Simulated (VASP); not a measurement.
Al2Cu, 3 atoms in the cell. The structure is monoclinic, space group Cm (No. 8). The conventional cell has a = 7.000 Å, b = 4.061 Å, c = 4.061 Å, α = 90.00°, β = 125.46°, γ = 90.00°. Al (site symmetry m) has 4 Cu at 2.44 to 2.52 Å and 6 Al at 2.84 to 2.90 Å within 3.2 Å. Al (site symmetry m) has 4 Cu at 2.48 Å and 6 Al at 2.84 to 2.90 Å within 3.3 Å. Cu (site symmetry m) has 8 Al at 2.44 to 2.52 Å within 3.2 Å.  This cell differs from its parent crystal: one atom moved.

```yaml
Program: VASP 6.6.1
Task: single point
Functional: PBEsol
Potentials_or_basis: VASP PAW PBE potentials, release 64 (Al, Cu)
Cutoff: 520 eV
k_mesh: 12 × 12 × 12
Occupations: gaussian, width 0.1 eV
Spin: no spin polarisation
Dipole_correction: no
Further_INCAR_settings: ALGO = Fast; EDIFF = 1e-06; NBANDS = 16
```

Potentials or basis: VASP PAW PBE potentials, release 64 (Al, Cu).

Launch:

```bash
$ cat potpaw_PBE.64/Al/POTCAR potpaw_PBE.64/Cu/POTCAR > POTCAR
$ mpirun -np 1 vasp_std > vasp.out
```

Hardware: 1 thread of Intel(R) Xeon(R) Platinum 8559C (Emerald Rapids), on a shared host.

**Question.** How long does it take, and how much memory?

**Answer.** Wall time 5 min on 1 thread of Intel(R) Xeon(R) Platinum 8559C (Emerald Rapids), with other jobs on the host, peak memory 0.44 GiB. Counts: scf iterations 17, k points 476.
